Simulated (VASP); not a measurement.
Wanted: the native input for a VASP 6.6.1 run.

| Item | Value |
| --- | --- |
| Task | single point |
| Functional | PBE |
| Potentials or basis | VASP PAW PBE potentials, release 64 (Al, Pd) |
| Cutoff | 520 eV |
| k mesh | 6 × 6 × 6 |
| Occupations | gaussian, width 0.1 eV |
| Spin | no spin polarisation |
| Dipole correction | no |
| Further INCAR settings | ALGO = Fast; EDIFF = 1e-06; NBANDS = 18 |

The structure of Al3Pd lies in POSCAR:

```
Al3Pd
1.0
    3.9469100000      0.0000000000      0.0000000000
    0.0000000000      3.9469100000      0.0000000000
    0.0000000000      0.0000000000      3.9469100000
Al Pd
3 1
Direct
    0.0000000000      0.5000000000      0.5000000000
    0.5000000000      0.0000000000      0.5000000000
    0.5000000000      0.5000000000      0.0000000000
    0.0000000000      0.0000000000      0.0000000000
```

One way to write it, as run:

INCAR

```
PREC = Accurate ; ENCUT = 520
EDIFF = 1E-6 ; ISMEAR = 0
SIGMA = 0.1 ; LREAL = F
LASPH = T ; NELM = 100
ALGO = Fast ; ISIF = 2
LWAVE = F ; LCHARG = F
GGA = PE ; NBANDS = 18
```

KPOINTS

```
regular mesh
0
Gamma
  6 6 6
```

Potentials or basis: VASP PAW PBE potentials, release 64 (Al, Pd).

Command:

```bash
$ cat potpaw_PBE.64/Al/POTCAR potpaw_PBE.64/Pd/POTCAR > POTCAR
$ mpirun -np 1 vasp_std > vasp.out
```

Results of the run:

| Property | Result |
| --- | --- |
| Pressure | 1.3 GPa |

Run time: 11 s on 1 thread of Intel(R) Xeon(R) 6975P-C (Granite Rapids), with other jobs on the host, peak memory 0.17 GiB.
